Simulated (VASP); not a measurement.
# NaF (I4/mmm) in VASP: a series of runs, part 2 of 2

VASP 6.6.1.

### Step 4. Single point, PBE

This run uses another cell than the first one, of the same volume but with other edges.

Contents of INCAR:

```
SYSTEM = NaF
PREC     = Accurate       ! precision mode
ENCUT    = 520            ! plane-wave cutoff, eV
EDIFF    = 1E-7           ! SCF threshold, eV
ISMEAR   = 0              ! smearing method
SIGMA    = 0.05           ! smearing width, eV
LREAL    = .False.        ! projectors in reciprocal space
LASPH    = .True.         ! aspherical terms in the spheres
NELM     = 60             ! most SCF steps
ALGO     = Normal         ! electronic algorithm
ISIF     = 2              ! what is computed and relaxed
LWAVE    = .False.        ! write WAVECAR
LCHARG   = .True.         ! write CHGCAR
GGA      = PE             ! functional
LELF     = .True.         ! ELF
LVHAR    = .True.       
NBANDS   = 14             ! bands
```

Contents of KPOINTS:

```
regular mesh
0
Gamma
  10 10 10
  0 0 0
```

Contents of POSCAR:

```
NaF
1.0
    0.0000000000      2.6820539337      1.7433350569
    2.6820539337      0.0000000000      1.7433350569
    2.6820539337      2.6820539337      0.0000000000
Na F
1 1
Direct
    0.0000000000      0.0000000000      0.0000000000
    0.5000000000      0.5000000000      0.5000000000
```

Potentials or basis: VASP PAW PBE potentials, release 64 (Na_pv, F).

Command:

```
$ cat potpaw_PBE.64/Na_pv/POTCAR potpaw_PBE.64/F/POTCAR > POTCAR
$ mpirun -np 1 vasp_std > vasp.out
```

OUTCAR:

```text
SYSTEM = NaF
   PREC = Accurate
   ENCUT = 520
   EDIFF = 1E-7
   ISMEAR = 0
   LREAL = .False.
   LASPH = .True.
   NELM = 60
   ISIF = 2
   GGA = PE

 ion  position               nearest neighbor table
   1  0.000  0.000  0.000-   2 1.74   2 1.74
   2  0.500  0.500  0.500-   1 1.74   1 1.74

  LATTYP: Found a body centered tetragonal cell.
 ALAT       =     3.7929970481
 C/A-ratio  =     0.9192388155

  Lattice vectors:

 A1 = (   0.0000000000,  -2.6820539337,  -1.7433350569)
 A2 = (   0.0000000000,   2.6820539337,  -1.7433350569)
 A3 = (   2.6820539337,   0.0000000000,   1.7433350569)

Analysis of symmetry for initial positions (statically):
=====================================================================
 Subroutine PRICEL returns:
 Original cell was already a primitive cell.

 Routine SETGRP: Setting up the symmetry group for a
 body centered tetragonal supercell.

 Subroutine GETGRP returns: Found 16 space group operations
 (whereof 16 operations were pure point group operations)
 out of a pool of 16 trial point group operations.

The static configuration has the point symmetry D_4h.

Analysis of symmetry for dynamics (positions and initial velocities):
=====================================================================
 Subroutine PRICEL returns:
 Original cell was already a primitive cell.

 Routine SETGRP: Setting up the symmetry group for a
 body centered tetragonal supercell.

 Subroutine GETGRP returns: Found 16 space group operations
 (whereof 16 operations were pure point group operations)
 out of a pool of 16 trial point group operations.

The dynamic configuration has the point symmetry D_4h.

 Subroutine INISYM returns: Found 16 space group operations
 (whereof 16 operations are pure point group operations),
 and found     1 'primitive' translations

----------------------------------------------------------------------------------------

                                     Primitive cell

  volume of cell :      25.0811

  direct lattice vectors                    reciprocal lattice vectors
     0.000000000  2.682053934  1.743335057    -0.186424290  0.186424290  0.286806600
     2.682053934  0.000000000  1.743335057     0.186424290 -0.186424290  0.286806600
     2.682053934  2.682053934  0.000000000     0.186424290  0.186424290 -0.286806600

  length of vectors
     3.198848296  3.198848296  3.792997048     0.389571633  0.389571633  0.389571633

  position of ions in fractional coordinates (direct lattice)
     0.000000000  0.000000000  0.000000000
     0.500000000  0.500000000  0.500000000

  ion indices of the primitive-cell ions
   primitive index   ion index
                 1           1
                 2           2

----------------------------------------------------------------------------------------

 KPOINTS: regular mesh

Automatic generation of k-mesh.
 Grid dimensions read from file:
 generate k-points for:   10   10   10

 Generating k-lattice:

  Cartesian coordinates                     Fractional coordinates (reciprocal lattice)
    -0.018642429  0.018642429  0.028680660     0.100000000  0.000000000  0.000000000
     0.018642429 -0.018642429  0.028680660     0.000000000  0.100000000  0.000000000
     0.018642429  0.018642429 -0.028680660     0.000000000  0.000000000  0.100000000

[... 39 lines left out ...]
   number of dos      NEDOS =    301   number of ions     NIONS =      2
   total plane-waves  NPLWV =  16128
   dimension x,y,z NGX =    24 NGY =   24 NGZ =   28
   dimension x,y,z NGXF=    48 NGYF=   48 NGZF=   56
   ions per type =               1   1
   NGX,Y,Z   is equivalent  to a cutoff of  12.47, 12.47, 12.27 a.u.
   NGXF,Y,Z  is equivalent  to a cutoff of  24.95, 24.95, 24.54 a.u.
 SYSTEM =  NaF
   PREC   = accura    normal or accurate (medium, high low for compatibility)
   ISTART =      0    job   : 0-new  1-cont  2-samecut
   ICHARG =      2    charge: 1-file 2-atom 10-const
   ISPIN  =      1    spin polarized calculation?
   LNONCOLLINEAR =      F non collinear calculations
   LSORBIT =      F    spin-orbit coupling
   LASPH  =      T    aspherical Exc in radial PAW
   ENCUT  =  520.0 eV  38.22 Ry    6.18 a.u.   5.95  5.95  7.05*2*pi/ulx,y,z
   NELM   =     60;   NELMIN=  2; NELMDL= -5     # of ELM steps
   EDIFF  = 0.1E-06   stopping-criterion for ELM
   LREAL  =      F    real-space projection
   EDIFFG = 0.1E-05   stopping-criterion for IOM
   NSW    =      0    number of steps for IOM
   IBRION =     -1    ionic relax: 0-MD 1-quasi-New 2-CG
   NFREE  =      0    steps in history (QN), initial steepest desc. (CG)
   ISIF   =      2    stress and relaxation
   ISYM   =      2    0-nonsym 1-usesym 2-fastsym
   POTIM  = 0.5000    time-step for ionic-motion
   TEBEG  =    0.0;   TEEND  =   0.0 temperature during run
   PSTRESS=    0.0 pullay stress
   NELECT =      14.0000    total number of electrons
   NUPDOWN=      -1.0000    fix difference up-down
   EMIN   =  10.00;   EMAX   =-10.00  energy-range for DOS
   EFERMI =   0.00;   METHOD = LEGACY
   ISMEAR =     0;   SIGMA  =   0.05  broadening in eV -4-tet -1-fermi 0-gaus
   EFERMI_NEDOS =   21; number of points for ismear=-14 and -15
   IALGO  =     38    algorithm
   IMIX   =      4    mixing-type and parameters
     AMIX     =   0.40;   BMIX     =  1.00
     AMIX_MAG =   1.60;   BMIX_MAG =  1.00
  volume/ion in A,a.u.               =      12.54        84.63
  Fermi-wavevector in a.u.,A,eV,Ry     =   1.347935  2.547227 24.720809  1.816928
  Thomas-Fermi vector in A             =   2.475645
   LORBIT       =      0    0 simple, 1 ext, 2 COOP (PROOUT), +10 PAW based schemes
   GGA     = PE    functional components
   LHFCALC =     F    Hartree Fock is set to
   AEXX    =    0.0000 exact exchange contribution
   IVDW    =     0    specifies the selected vdW correction
   LEPSILON=     F    determine dielectric tensor
   LRPA    =     F    only Hartree local field effects (RPA)
 non-spin polarized calculation
 Gauss-broadening in eV      SIGMA  =   0.05
  energy-cutoff  :      520.00
  volume of cell :       25.08
 maximum number of plane-waves:       694
   NGX = 11   NGY = 11   NGZ = 13

 number of electron      14.0000014 magnetization

 Free energy of the ion-electron system (eV)
  ---------------------------------------------------
  ext. energy  EPLUGINS =         0.00000000
  ---------------------------------------------------
  free energy    TOTEN  =        -6.70981675 eV

  energy without entropy =       -6.70981675  energy(sigma->0) =       -6.70981675

 E-fermi :  -1.2370     XC(G=0):  -8.8651

 val. band max:       -1.5325452920   @ k =   0.0000   0.0000   0.0000
 cond. band min:       3.7090302167   @ k =   0.0000   0.0000   0.0000
 fundamental gap:      5.2415755087
 Fermi energy:        -1.2369946733

 k-point     1 :       0.0000    0.0000    0.0000
  band No.  band energies     occupation
      1     -21.4632      2.00000
      2     -20.6799      2.00000
      3     -20.4567      2.00000
      4     -20.4567      2.00000
      5      -2.2162      2.00000
      6      -2.2162      2.00000
      7      -1.5325      2.00000
      8       3.7090      0.00000
      9      16.3803      0.00000
     10      17.8497      0.00000
     11      17.8497      0.00000
     12      20.5333      0.00000
     13      21.8251      0.00000
     14      22.1648      0.00000
[... 377 lines left out ...]
      1     -22.7488      2.00000
      2     -20.5418      2.00000
      3     -20.5411      2.00000
      4     -18.8381      2.00000
      5      -3.0115      2.00000
      6      -2.8968      2.00000
      7      -2.6925      2.00000
      8       9.7586      0.00000
      9       9.9129      0.00000
     10      14.7449      0.00000
     11      14.7944      0.00000
     12      21.5435      0.00000
     13      21.9716      0.00000
     14      26.0023      0.00000

 [... further k-points ...]

------------------------ aborting loop because EDIFF is reached ----------------------------------------

  FORCE on cell =-STRESS in cart. coord.  units (eV):
  Direction    XX          YY          ZZ          XY          YZ          ZX
  --------------------------------------------------------------------------------------
  -------------------------------------------------------------------------------------
  Total       -0.2937302     -0.2937302     18.8025571      0.0000000      0.0000000     -0.0000000
  in kB      -18.7634763    -18.7634763   1201.1068011      0.0000000      0.0000000     -0.0000000
  external PRESSURE =     387.8599495 kB  Pullay stress =       0.0000000 kB

 VOLUME and BASIS-vectors are now :
 -----------------------------------------------------------------------------
  energy-cutoff  :      520.00
  volume of cell :       25.08
      direct lattice vectors                 reciprocal lattice vectors
     0.000000000  2.682053934  1.743335057    -0.186424290  0.186424290  0.286806600
     2.682053934  0.000000000  1.743335057     0.186424290 -0.186424290  0.286806600
     2.682053934  2.682053934  0.000000000     0.186424290  0.186424290 -0.286806600

 POSITION                                       TOTAL-FORCE (eV/Angst)
 -----------------------------------------------------------------------------------
      0.00000      0.00000      0.00000         0.000000     -0.000000     -0.000000
      2.68205      2.68205      1.74334         0.000000      0.000000      0.000000
 -----------------------------------------------------------------------------------
    total drift:                                0.000000     -0.000000      0.000000

  FREE ENERGIE OF THE ION-ELECTRON SYSTEM (eV)
  ---------------------------------------------------
  free  energy   TOTEN  =        -6.7098167468 eV

  energy  without entropy=       -6.7098167468  energy(sigma->0) =       -6.70981675
```

Wall time 87 s (1 thread of AMD EPYC 7R13, shared host); peak memory 0.13 GiB.

Results:

* Free energy: -6.7098 eV
* Pressure: 38.8 GPa
* Band gap on the k mesh: 5.24 eV

Caveat: the cell stands under pressure. A k mesh can miss the band edges.

### Step 5. Single point, PBE

This run uses another cell than the first one, of the same volume but with other edges.

Contents of INCAR:

```
SYSTEM = NaF
PREC = Accurate
ENCUT = 520
EDIFF = 1E-7
ISMEAR = 0
SIGMA = 0.05
LREAL = .False.
LASPH = .True.
NELM = 100
ALGO = Normal
ISIF = 2
LWAVE = .False.
LCHARG = .False.
GGA = PE
NBANDS = 14
```

Contents of KPOINTS:

```
Automatic mesh
0
Gamma
  10 10 10
  0 0 0
```

Contents of POSCAR:

```
NaF
1.0
    0.0000000000      2.0295894937      3.0443842406
    2.0295894937      0.0000000000      3.0443842406
    2.0295894937      2.0295894937      0.0000000000
Na F
1 1
Direct
    0.0000000000      0.0000000000      0.0000000000
    0.5000000000      0.5000000000      0.5000000000
```

Potentials or basis: VASP PAW PBE potentials, release 64 (Na_pv, F).

Command:

```
$ cat potpaw_PBE.64/Na_pv/POTCAR potpaw_PBE.64/F/POTCAR > POTCAR
$ mpirun -np 1 vasp_std > vasp.out
```

OUTCAR:

```text
SYSTEM = NaF
   PREC = Accurate
   ENCUT = 520
   EDIFF = 1E-7
   ISMEAR = 0
   LREAL = .False.
   LASPH = .True.
   NELM = 100
   ISIF = 2
   GGA = PE

 ion  position               nearest neighbor table
   1  0.000  0.000  0.000-   2 2.03   2 2.03   2 2.03   2 2.03
   2  0.500  0.500  0.500-   1 2.03   1 2.03   1 2.03   1 2.03

  LATTYP: Found a body centered tetragonal cell.
 ALAT       =     2.8702729880
 C/A-ratio  =     2.1213203436

  Lattice vectors:

[... 596 lines left out ...]

  FORCE on cell =-STRESS in cart. coord.  units (eV):
  Direction    XX          YY          ZZ          XY          YZ          ZX
  --------------------------------------------------------------------------------------
  -------------------------------------------------------------------------------------
  Total        4.7169902      4.7169902     -0.3935159      0.0000000      0.0000000      0.0000000
  in kB      301.3211940    301.3211940    -25.1377833      0.0000000      0.0000000      0.0000000
  external PRESSURE =     192.5015349 kB  Pullay stress =       0.0000000 kB

 VOLUME and BASIS-vectors are now :
 -----------------------------------------------------------------------------
  energy-cutoff  :      520.00
  volume of cell :       25.08
      direct lattice vectors                 reciprocal lattice vectors
     0.000000000  2.029589494  3.044384241    -0.246355237  0.246355237  0.164236824
     2.029589494  0.000000000  3.044384241     0.246355237 -0.246355237  0.164236824
     2.029589494  2.029589494  0.000000000     0.246355237  0.246355237 -0.164236824

 POSITION                                       TOTAL-FORCE (eV/Angst)
 -----------------------------------------------------------------------------------
      0.00000      0.00000      0.00000         0.000000     -0.000000     -0.000000
      2.02959      2.02959      3.04438        -0.000000      0.000000      0.000000
 -----------------------------------------------------------------------------------
    total drift:                                0.000000      0.000000      0.000000

  FREE ENERGIE OF THE ION-ELECTRON SYSTEM (eV)
  ---------------------------------------------------
  free  energy   TOTEN  =        -7.9278545502 eV

  energy  without entropy=       -7.9278545502  energy(sigma->0) =       -7.92785455
```

OSZICAR:

```text
N       E                     dE             d eps       ncg     rms          rms(c)
DAV:   1     0.110911833659E+03    0.11091E+03   -0.78087E+03  2894   0.122E+03
DAV:   2    -0.370780775073E+01   -0.11462E+03   -0.10664E+03  3122   0.341E+02
DAV:   3    -0.911899612793E+01   -0.54112E+01   -0.54009E+01  3474   0.694E+01
DAV:   4    -0.916373789053E+01   -0.44742E-01   -0.44740E-01  3234   0.671E+00
DAV:   5    -0.916420003790E+01   -0.46215E-03   -0.46214E-03  3594   0.688E-01    0.621E+00
DAV:   6    -0.795064680108E+01    0.12136E+01   -0.37929E+00  3970   0.188E+01    0.189E+00
DAV:   7    -0.792717035769E+01    0.23476E-01   -0.51671E-02  2906   0.238E+00    0.118E+00
DAV:   8    -0.792670736426E+01    0.46299E-03   -0.36834E-02  3006   0.267E+00    0.184E-01
DAV:   9    -0.792776318273E+01   -0.10558E-02   -0.47293E-03  3510   0.928E-01    0.102E-01
DAV:  10    -0.792787073375E+01   -0.10755E-03   -0.16063E-03  2994   0.542E-01    0.306E-02
DAV:  11    -0.792785377789E+01    0.16956E-04   -0.89148E-05  3632   0.115E-01    0.908E-03
DAV:  12    -0.792785484496E+01   -0.10671E-05   -0.15238E-05  3066   0.387E-02    0.527E-03
DAV:  13    -0.792785460264E+01    0.24231E-06   -0.83360E-07  3198   0.791E-03    0.110E-03
DAV:  14    -0.792785455017E+01    0.52478E-07   -0.10741E-07  2354   0.598E-03
   1 F= -.79278546E+01 E0= -.79278546E+01  d E =-.184168E-18
```

stdout:

```text
POSCAR found type information on POSCAR NaF
 POSCAR found :  2 types and       2 ions
 scaLAPACK will be used
 LDA part: xc-table for (Slater+PW92), standard interpolation
 POSCAR, INCAR and KPOINTS ok, starting setup
 FFT: planning ... GRIDC
 FFT: planning ... GRID_SOFT
 FFT: planning ... GRID
 WAVECAR not read
 entering main loop
```

It took 86 s on 1 thread of AMD EPYC 7R13, shared host; peak memory 0.13 GiB.

What came out:

```yaml
Free_energy: -7.9279 eV
Pressure: 19.3 GPa
Band_gap_on_the_k_mesh: 5.89 eV
```

Stress tensor (GPa, compression positive):
```
30.13  0.00  0.00
 0.00 30.13  0.00
 0.00  0.00 -2.51
```

Caveat: the cell stands under pressure.

### Step 6. Single point, PBE

Contents of INCAR:

```
SYSTEM = NaF
ALGO = Normal ; EDIFF = 1E-6
ENCUT = 520 ; GGA = PE
ISIF = 2 ; ISMEAR = 0
LASPH = .TRUE. ; LCHARG = .FALSE.
LREAL = .FALSE. ; LWAVE = .FALSE.
NBANDS = 14 ; NELM = 80
PREC = Accurate ; SIGMA = 0.05
```

Contents of KPOINTS:

```
k-points
0
G
  10 10 10
  0 0 0
```

Contents of POSCAR:

```
NaF
1.0
    0.0000000000      2.3551299827      2.2609247834
    2.3551299827      0.0000000000      2.2609247834
    2.3551299827      2.3551299827      0.0000000000
Na F
1 1
Direct
    0.0000000000      0.0000000000      0.0000000000
    0.5000000000      0.5000000000      0.5000000000
```

Potentials or basis: VASP PAW PBE potentials, release 64 (Na_pv, F).

Command:

```
$ cat potpaw_PBE.64/Na_pv/POTCAR potpaw_PBE.64/F/POTCAR > POTCAR
$ mpirun -np 1 vasp_std > vasp.out
```

Wall time 56 s (1 thread of AMD EPYC 7R13, shared host); peak memory 0.13 GiB.

It converged, with:

```
Free energy            : -8.5563 eV
Pressure               : 1.8 GPa
Band gap on the k mesh : 6.25 eV
```

Stress tensor (GPa, compression positive):
```
0.52 0.00 0.00
0.00 0.52 0.00
0.00 0.00 4.30
```

Levels at points of the mesh, in eV from the valence-band top:
| k point | band 5 | band 6 | band 7 | band 8 | band 9 | band 10 |
| --- | --- | --- | --- | --- | --- | --- |
| (0.00, 0.00, 0.00) | 0.00 | 0.00 | 0.00 | 6.25 | 18.84 | 18.84 |
| (0.50, 0.00, 0.00) | -1.57 | -0.27 | -0.24 | 10.73 | 12.39 | 19.65 |
| (0.50, 0.50, 0.00) | -1.21 | -0.45 | -0.45 | 13.02 | 13.46 | 13.64 |
| (0.50, 0.00, 0.50) | -1.28 | -0.41 | -0.35 | 12.90 | 13.42 | 13.47 |

 A k mesh can miss the band edges.

### Step 7. Summary

```tsv
cell	gap on the mesh (eV)	pressure (GPa)
a = 3.246, b = 3.246, c = 3.378 Å, angles 58.6, 58.6, 62.7°, 2 atoms	6.24	2.5
a = 3.346, b = 3.346, c = 3.183 Å, angles 61.6, 61.6, 56.8°, 2 atoms	6.24	2.6
a = 3.199, b = 3.199, c = 3.793 Å, angles 53.6, 53.6, 72.7°, 2 atoms	5.24	38.8
a = 3.659, b = 3.659, c = 2.870 Å, angles 66.9, 66.9, 46.2°, 2 atoms	5.89	19.3
a = 3.265, b = 3.265, c = 3.331 Å, angles 59.3, 59.3, 61.3°, 2 atoms	6.25	1.8
```

Alike in all rows: task single point; level PBE; potentials or basis VASP PAW PBE potentials, release 64 (Na_pv, F); no spin polarisation; k mesh 10 × 10 × 10; cutoff (eV) 520; smearing gaussian 0.05 eV.

Caveats: the cell stands under pressure (at least some runs).

Total energies depend on the potentials used, so only differences within one code and one set of settings carry meaning.
